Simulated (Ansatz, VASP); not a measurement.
**O: VASP beside Ansatz**

The input INCAR:

```
SYSTEM = O
  PREC = Accurate
  ENCUT = 520
  EDIFF = 1E-7
  ISMEAR = -1
  SIGMA = 0.02
  LREAL = .FALSE.
  LASPH = .TRUE.
  NELM = 60
  ALGO = Normal
  ISIF = 2
  LWAVE = .FALSE.
  LCHARG = .FALSE.
  GGA = PE
  NBANDS = 20
```

Contents of KPOINTS:

```
regular mesh
0
G
  8 6 10
  0 0 0
```

Contents of POSCAR:

```
O
1.0
    4.0422275034      0.0000000000     -0.0510976291
    0.0000000000      4.0261597155      0.0000000000
   -1.0645667235      0.0000000000      2.7914532645
O
4
Direct
    0.3398637733      0.6842021034      0.6702381013
    0.6601362267      0.6842021034      0.8297618987
    0.6601362267      0.3157978966      0.3297618987
    0.3398637733      0.3157978966      0.1702381013
```

Input for Ansatz:

```yaml
crystal:
  lattice:
    - [4.0422275034, 0.0, -0.0510976291]
    - [0.0, 4.0261597155, 0.0]
    - [-1.0645667235, 0.0, 2.7914532645]
  atoms:
    - { symbol: O, position: [0.3398637733, 0.6842021034, 0.6702381013] }
    - { symbol: O, position: [0.6601362267, 0.6842021034, 0.8297618987] }
    - { symbol: O, position: [0.6601362267, 0.3157978966, 0.3297618987] }
    - { symbol: O, position: [0.3398637733, 0.3157978966, 0.1702381013] }
kpoints:
  mp_grid: { grid: [8, 6, 10] }
  band_path:
    path:
      - [0.0, 0.0, 0.0]
      - [-3.324596489075e-34, 0.5, -7.468929897964e-18]
      - [-7.384353842341e-19, 0.5, 0.5]
      - [-7.384353842341e-19, 2.329168167041e-33, 0.5]
      - [0.0, 0.0, 0.0]
      - [-0.5, 6.498445865781e-18, 0.5]
      - [-0.5, 0.5, 0.5]
      - [-3.324596489075e-34, 0.5, -7.468929897964e-18]
      - [-0.5, 0.5, 3.967966365619e-18]
      - [-0.5, 6.498445865781e-18, 3.967966365619e-18]
      - [0.0, 0.0, 0.0]
    npoints: 10
hamiltonian:
  xc: pbe
scf:
  occupations: { method: fermi_dirac, width: 0.02 }
  n_extra_bands: 5
output:
  forces: true
  stress: true
  eigenvalues: true
  write_density: true
  write_potential: true
  elf: true
  volumetric_format: npy
```

Alike in both runs: task single point; functional PBE; k mesh 8 × 6 × 10; occupations fermi-dirac, width 0.02 eV; no spin polarisation.

```csv
,VASP,Ansatz
version,VASP 6.6.1,Ansatz 0.2.0
potentials or method,"VASP PAW PBE potentials, release 64 (O)","plane waves, PAW"
plane-wave cutoff (eV),520,420
valence electrons in the cell,24,24
```

Ansatz gave:

| Item | Value |
| --- | --- |
| gap on the k mesh at the Fermi level (eV) | 0.91 |
| pressure (GPa) | 6.0 |
| traceless stress, the component that is largest in VASP (GPa) | 2.72 |
| rms of the force components (eV/Å) | 0.385 |

Task: What did VASP give for the same quantities?

Result: gap on the k mesh at the Fermi level (eV): 0.91; pressure (GPa): 9.5; traceless stress, the component that is largest in VASP (GPa): 8.84; rms of the force components (eV/Å): 1.170.

Atom by atom the forces differ by 0.786 eV/Å (rms over components).

Noted on VASP's run: the standard files for N, O and F lose accuracy on very short bonds; spin is off for a triplet molecule.
